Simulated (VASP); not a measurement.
# Au (Fm-3m) in VASP: further runs

Au is run at these levels: LDA; tasks: single point, relaxation of cell and atoms.

Program: VASP 6.6.1. These are calculated values, not measurements. Logs are shortened: lines on timing, memory, paths and dates and some standing lists are left out, and cuts for length are marked.

### Step 1. The cell of the first run

It takes space group Fm-3m (No. 225, cubic). The conventional cell has a = 4.049 Å, b = 4.049 Å, c = 4.049 Å, α = 90.00°, β = 90.00°, γ = 90.00°. Within 3.8 Å of Au (site symmetry m-3m) lie 12 Au at 2.86 Å.

### Step 2. Single point, LDA

File INCAR:

```
PREC = Accurate
ENCUT = 520
EDIFF = 1E-6
ISMEAR = 1
SIGMA = 0.1
LREAL = False
LASPH = True
NELM = 100
ALGO = Normal
ISIF = 2
LWAVE = False
LCHARG = False
NBANDS = 30
```

File KPOINTS:

```
Automatic mesh
0
Gamma
  6 6 6
```

File POSCAR:

```
Au
1.0
    4.0494766184      0.0000000000      0.0000000000
    0.0000000000      4.0494766184      0.0000000000
    0.0000000000      0.0000000000      4.0494766184
Au
4
Direct
    0.0000000000      0.0000000000      0.0000000000
    0.0000000000      0.5000000000      0.5000000000
    0.5000000000      0.0000000000      0.5000000000
    0.5000000000      0.5000000000      0.0000000000
```

Potentials or basis: VASP PAW LDA potentials, release 64 (Au).

Command:

```console
$ cat potpaw_LDA.64/Au/POTCAR > POTCAR
$ mpirun -np 1 vasp_std > vasp.out
```

OUTCAR:

```text
PREC = Accurate
   ENCUT = 520
   EDIFF = 1E-6
   ISMEAR = 1
   LREAL = False
   LASPH = True
   NELM = 100
   ISIF = 2

 ion  position               nearest neighbor table
   1  0.000  0.000  0.000-   2 2.86   3 2.86   4 2.86   2 2.86   3 2.86   2 2.86   4 2.86   2 2.86
                             3 2.86   4 2.86   3 2.86   4 2.86
   2  0.000  0.500  0.500-   1 2.86   3 2.86   4 2.86   1 2.86   4 2.86   1 2.86   3 2.86   1 2.86
                             3 2.86   4 2.86   4 2.86   3 2.86
   3  0.500  0.000  0.500-   1 2.86   2 2.86   4 2.86   1 2.86   4 2.86   2 2.86   4 2.86   4 2.86
                             1 2.86   2 2.86   1 2.86   2 2.86
   4  0.500  0.500  0.000-   1 2.86   2 2.86   3 2.86   2 2.86   3 2.86   1 2.86   3 2.86   3 2.86
                             1 2.86   2 2.86   2 2.86   1 2.86

  LATTYP: Found a simple cubic cell.
 ALAT       =     4.0494766184

  Lattice vectors:

 A1 = (   4.0494766184,   0.0000000000,   0.0000000000)
 A2 = (   0.0000000000,   4.0494766184,   0.0000000000)
 A3 = (   0.0000000000,   0.0000000000,   4.0494766184)

Analysis of symmetry for initial positions (statically):
=====================================================================
 Subroutine PRICEL returns following result:

  LATTYP: Found a face centered cubic cell.
 ALAT       =     4.0494766184

  Lattice vectors:

 A1 = (   2.0247383092,  -2.0247383092,   0.0000000000)
 A2 = (   2.0247383092,   0.0000000000,   2.0247383092)
 A3 = (   0.0000000000,  -2.0247383092,   2.0247383092)

   4 primitive cells build up your supercell.

 Routine SETGRP: Setting up the symmetry group for a
 simple cubic supercell.

 Subroutine GETGRP returns: Found 48 space group operations
[... 5 lines left out ...]
Analysis of symmetry for dynamics (positions and initial velocities):
=====================================================================
 Subroutine PRICEL returns following result:

  LATTYP: Found a face centered cubic cell.
 ALAT       =     4.0494766184

  Lattice vectors:

 A1 = (   2.0247383092,  -2.0247383092,   0.0000000000)
 A2 = (   2.0247383092,   0.0000000000,   2.0247383092)
 A3 = (   0.0000000000,  -2.0247383092,   2.0247383092)

   4 primitive cells build up your supercell.

 Routine SETGRP: Setting up the symmetry group for a
 simple cubic supercell.

 Subroutine GETGRP returns: Found 48 space group operations
[... 5 lines left out ...]
 Subroutine INISYM returns: Found 48 space group operations
 (whereof 48 operations are pure point group operations),
 and found     4 'primitive' translations

----------------------------------------------------------------------------------------

                                     Primitive cell

  volume of cell :      16.6011

  direct lattice vectors                    reciprocal lattice vectors
     2.024738309 -2.024738309  0.000000000     0.246945493 -0.246945493 -0.246945493
     2.024738309  0.000000000  2.024738309     0.246945493  0.246945493  0.246945493
     0.000000000 -2.024738309  2.024738309    -0.246945493 -0.246945493  0.246945493

  length of vectors
     2.863412377  2.863412377  2.863412377     0.427722141  0.427722141  0.427722141

  position of ions in fractional coordinates (direct lattice)
     0.000000000  0.000000000  0.000000000

  ion indices of the primitive-cell ions
   primitive index   ion index
                 1           1

----------------------------------------------------------------------------------------

 KPOINTS: Automatic mesh

Automatic generation of k-mesh.
 Grid dimensions read from file:
 generate k-points for:    6    6    6

 Generating k-lattice:

  Cartesian coordinates                     Fractional coordinates (reciprocal lattice)
     0.041157582  0.000000000  0.000000000     0.166666667  0.000000000  0.000000000
     0.000000000  0.041157582  0.000000000     0.000000000  0.166666667  0.000000000
     0.000000000  0.000000000  0.041157582     0.000000000  0.000000000  0.166666667

  Length of vectors
     0.041157582  0.041157582  0.041157582

  Shift w.r.t. Gamma in fractional coordinates (k-lattice)
     0.000000000  0.000000000  0.000000000

 Subroutine IBZKPT returns following result:
 ===========================================

 Found     20 irreducible k-points:

 Following reciprocal coordinates:
            Coordinates               Weight
  0.000000  0.000000  0.000000      1.000000
  0.166667  0.000000  0.000000      6.000000
  0.333333  0.000000  0.000000      6.000000
  0.500000  0.000000  0.000000      3.000000
  0.166667  0.166667  0.000000     12.000000
  0.333333  0.166667  0.000000     24.000000
[... 12 lines left out ...]
  0.500000  0.500000  0.333333      6.000000
  0.500000  0.500000  0.500000      1.000000
   k-points           NKPTS =     20   k-points in BZ     NKDIM =     20   number of bands    NBANDS=     30
   number of dos      NEDOS =    301   number of ions     NIONS =      4
   total plane-waves  NPLWV =  27000
   dimension x,y,z NGX =    30 NGY =   30 NGZ =   30
   dimension x,y,z NGXF=    60 NGYF=   60 NGZF=   60
   ions per type =               4
   NGX,Y,Z   is equivalent  to a cutoff of  12.32, 12.32, 12.32 a.u.
   NGXF,Y,Z  is equivalent  to a cutoff of  24.63, 24.63, 24.63 a.u.
 SYSTEM =  unknown system
   PREC   = accura    normal or accurate (medium, high low for compatibility)
   ISTART =      0    job   : 0-new  1-cont  2-samecut
   ICHARG =      2    charge: 1-file 2-atom 10-const
   ISPIN  =      1    spin polarized calculation?
   LNONCOLLINEAR =      F non collinear calculations
   LSORBIT =      F    spin-orbit coupling
   LASPH  =      T    aspherical Exc in radial PAW
   ENCUT  =  520.0 eV  38.22 Ry    6.18 a.u.   7.53  7.53  7.53*2*pi/ulx,y,z
   NELM   =    100;   NELMIN=  2; NELMDL= -5     # of ELM steps
   EDIFF  = 0.1E-05   stopping-criterion for ELM
   LREAL  =      F    real-space projection
[... 7 lines left out ...]
   TEBEG  =    0.0;   TEEND  =   0.0 temperature during run
   PSTRESS=    0.0 pullay stress
   NELECT =      44.0000    total number of electrons
   NUPDOWN=      -1.0000    fix difference up-down
   EMIN   =  10.00;   EMAX   =-10.00  energy-range for DOS
   EFERMI =   0.00;   METHOD = LEGACY
   ISMEAR =     1;   SIGMA  =   0.10  broadening in eV -4-tet -1-fermi 0-gaus
   EFERMI_NEDOS =   21; number of points for ismear=-14 and -15
   IALGO  =     38    algorithm
   IMIX   =      4    mixing-type and parameters
     AMIX     =   0.40;   BMIX     =  1.00
     AMIX_MAG =   1.60;   BMIX_MAG =  1.00
  volume/ion in A,a.u.               =      16.60       112.03
  Fermi-wavevector in a.u.,A,eV,Ry     =   1.427228  2.697071 27.714810  2.036981
  Thomas-Fermi vector in A             =   2.547421
   LORBIT       =      0    0 simple, 1 ext, 2 COOP (PROOUT), +10 PAW based schemes
   GGA     = CA    functional components
   LHFCALC =     F    Hartree Fock is set to
   AEXX    =    0.0000 exact exchange contribution
   IVDW    =     0    specifies the selected vdW correction
   LEPSILON=     F    determine dielectric tensor
   LRPA    =     F    only Hartree local field effects (RPA)
 non-spin polarized calculation
 Methfessel and Paxton  Order N= 1 SIGMA  =   0.10
  energy-cutoff  :      520.00
  volume of cell :       66.40
 maximum number of plane-waves:      1804
   NGX = 15   NGY = 15   NGZ = 15

 number of electron      43.9999996 magnetization

 Free energy of the ion-electron system (eV)
  ---------------------------------------------------
  ext. energy  EPLUGINS =         0.00000000
  ---------------------------------------------------
  free energy    TOTEN  =       -17.75366868 eV

  energy without entropy =      -17.75178905  energy(sigma->0) =      -17.75304214

 E-fermi :   9.7836     XC(G=0): -13.1349

 val. band max:        9.6556851405   @ k =   0.3333   0.3333   0.0000
 cond. band min:       9.8266963591   @ k =   0.3333   0.3333   0.1667
 fundamental gap:      0.1710112186
 Fermi energy:         9.7835718567

 k-point     1 :       0.0000    0.0000    0.0000
  band No.  band energies     occupation
      1      -0.4600      2.00000
      2       2.3963      2.00000
      3       2.3963      2.00000
      4       2.3963      2.00000
      5       2.7222      2.00000
      6       2.7222      2.00000
[... 22 lines left out ...]
     29      19.7281      0.00000
     30      19.7281      0.00000

 k-point     2 :       0.1667    0.0000    0.0000
  band No.  band energies     occupation
      1      -0.1300      2.00000
      2       2.5024      2.00000
      3       2.6170      2.00000
      4       2.6170      2.00000
      5       2.8442      2.00000
      6       2.9096      2.00000
[... 22 lines left out ...]
     29      19.2711      0.00000
     30      19.5994      0.00000

 k-point     3 :       0.3333    0.0000    0.0000
  band No.  band energies     occupation
      1       0.8012      2.00000
      2       2.6207      2.00000
      3       3.1670      2.00000
      4       3.1670      2.00000
      5       3.1907      2.00000
      6       3.4683      2.00000
[... 22 lines left out ...]
     29      19.4132      0.00000
     30      19.4132      0.00000

 k-point     4 :       0.5000    0.0000    0.0000
  band No.  band energies     occupation
      1       2.0222      2.00000
      2       2.0222      2.00000
      3       3.5453      2.00000
      4       3.5453      2.00000
      5       3.6998      2.00000
      6       3.6998      2.00000
[... 484 lines left out ...]
     29      23.8643      0.00000
     30      23.8645      0.00000

 k-point    19 :       0.5000    0.5000    0.3333
  band No.  band energies     occupation
      1       2.3256      2.00000
      2       2.3256      2.00000
      3       2.3256      2.00000
      4       2.3256      2.00000
      5       4.7670      2.00000
      6       4.7670      2.00000
[... 22 lines left out ...]
     29      23.9120      0.00000
     30      23.9120      0.00000

 k-point    20 :       0.5000    0.5000    0.5000
  band No.  band energies     occupation
      1       2.1370      2.00000
      2       2.1370      2.00000
      3       2.1370      2.00000
      4       2.1370      2.00000
      5       4.8475      2.00000
      6       4.8475      2.00000
[... 22 lines left out ...]
     29      23.6423      0.00000
     30      23.6423      0.00000

------------------------ aborting loop because EDIFF is reached ----------------------------------------

  FORCE on cell =-STRESS in cart. coord.  units (eV):
  Direction    XX          YY          ZZ          XY          YZ          ZX
  --------------------------------------------------------------------------------------
  -------------------------------------------------------------------------------------
  Total        0.2001525      0.2001525      0.2001525      0.0000000      0.0000000      0.0000000
  in kB        4.8291965      4.8291965      4.8291965      0.0000000      0.0000000      0.0000000
  external PRESSURE =       4.8291965 kB  Pullay stress =       0.0000000 kB

 VOLUME and BASIS-vectors are now :
 -----------------------------------------------------------------------------
  energy-cutoff  :      520.00
  volume of cell :       66.40
      direct lattice vectors                 reciprocal lattice vectors
     4.049476618  0.000000000  0.000000000     0.246945493  0.000000000  0.000000000
     0.000000000  4.049476618  0.000000000     0.000000000  0.246945493  0.000000000
     0.000000000  0.000000000  4.049476618     0.000000000  0.000000000  0.246945493

 POSITION                                       TOTAL-FORCE (eV/Angst)
 -----------------------------------------------------------------------------------
      0.00000      0.00000      0.00000        -0.000000      0.000000      0.000000
      0.00000      2.02474      2.02474         0.000000     -0.000000      0.000000
      2.02474      0.00000      2.02474        -0.000000      0.000000     -0.000000
      2.02474      2.02474      0.00000         0.000000     -0.000000     -0.000000
 -----------------------------------------------------------------------------------
    total drift:                                0.000000      0.000000     -0.000000

  FREE ENERGIE OF THE ION-ELECTRON SYSTEM (eV)
  ---------------------------------------------------
  free  energy   TOTEN  =       -17.7536686804 eV

  energy  without entropy=      -17.7517890516  energy(sigma->0) =      -17.75304214
```

Wall time 23 s (1 thread of Intel Xeon Platinum 8259CL at 2.50GHz (Skylake/Cascade Lake), shared host); peak memory 0.16 GiB.

What came out:

```
Free energy            : -17.7537 eV
Pressure               : 0.5 GPa
Band gap on the k mesh : zero (band 22 reaches 10.88 eV, above the bottom of band 23 at 8.61 eV)
```

Caveat: spin-orbit coupling is left out, which moves the levels of the heavy elements.

(Part 1 of 2 ends here.)
